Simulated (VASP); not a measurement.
Crystal: BiTe.

```xyz
2
Lattice="2.3733 1.3702 3.2496 -2.3733 1.3702 3.2496 0.0000 -2.7404 3.2496" Properties=species:S:1:pos:R:3 pbc="T T T"
Bi    0.0000    0.0000    4.8744
Te    0.0000    0.0000    0.0000
```

Base run:

| Item | Value |
| --- | --- |
| Program | VASP 6.6.1 |
| Functional | r2SCAN |
| Potentials or basis | VASP PAW PBE potentials, release 64 (Bi_d, Te) |
| Cutoff | 520 eV |
| k mesh | 7 × 7 × 7 |
| Occupations | fermi-dirac, width 0.05 eV |
| Spin | no spin polarisation |

Its results: pressure 2.9 GPa.

**Question.** After a change of settings the same cell gave: pressure 0.8 GPa. Which change was it?
A. functional from r2SCAN to PBE
B. functional from r2SCAN to PBEsol
C. further incar settings from ALGO = Normal; EDIFF = 1e-06; NBANDS = 18 to ALGO = Normal; EDIFF = 1e-07; NBANDS = 18
D. functional from r2SCAN to LDA; potentials or basis from VASP PAW PBE potentials, release 64 (Bi_d, Te) to VASP PAW LDA potentials, release 64 (Bi_d, Te)

**Answer.** B.

Caveats: the PAW data sets were made with another functional, which shifts forces and pressure a little.
